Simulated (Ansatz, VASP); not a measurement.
Two plane-wave programs on HgTe

The input INCAR:

```
SYSTEM = HgTe
PREC = Accurate ; ENCUT = 500
EDIFF = 1E-6 ; ISMEAR = -1
SIGMA = 0.02 ; LREAL = .False.
LASPH = .True. ; NELM = 120
ALGO = Normal ; ISIF = 2
LWAVE = .False. ; LCHARG = .False.
GGA = PS ; NBANDS = 16
GGA_COMPAT = .False.
```

KPOINTS

```
Automatic mesh
0
Gamma
  4 4 4
  0 0 0
```

Contents of POSCAR:

```
HgTe
1.0
    0.0000000000      3.2891578872      3.2891578872
    3.2891578872      0.0000000000      3.2891578872
    3.2891578872      3.2891578872      0.0000000000
Hg Te
1 1
Direct
    0.0000000000      0.0000000000      0.0000000000
    0.2500000000      0.2500000000      0.2500000000
```

Input for Ansatz:

```yaml
crystal:
  lattice:
    - [0.0, 3.2891578872, 3.2891578872]
    - [3.2891578872, 0.0, 3.2891578872]
    - [3.2891578872, 3.2891578872, 0.0]
  atoms:
    - { symbol: Hg, position: [0.0, 0.0, 0.0] }
    - { symbol: Te, position: [0.25, 0.25, 0.25] }
kpoints:
  mp_grid: { grid: [4, 4, 4] }
hamiltonian:
  xc: pbesol
scf:
  occupations: { method: fermi_dirac, width: 0.02 }
  n_extra_bands: 4
output:
  forces: true
  stress: true
  eigenvalues: true
```

Alike in both runs: task single point; functional PBEsol; k mesh 4 × 4 × 4; occupations fermi-dirac, width 0.02 eV; no spin polarisation.

```csv
,VASP,Ansatz
version,VASP 6.6.1,Ansatz 0.2.0
potentials or method,"VASP PAW PBE potentials, release 64 (Hg, Te)","plane waves, PAW"
plane-wave cutoff (eV),500,420
valence electrons in the cell,18,36
```

|  | VASP | Ansatz | Ansatz less VASP |
| --- | --- | --- | --- |
| pressure (GPa) | -0.7 | -0.8 | -0.11 |

VASP's potentials were made for PBE, not for PBEsol. The functional is the same, so the differences come from potentials, cutoffs and numerics. VASP's potentials hold 18 valence electrons a cell and Ansatz's 36, so a difference there can come from the potentials and not from the codes.

The k mesh is coarse, so the values compare programs but aren't converged. Neither program's run includes spin-orbit coupling.
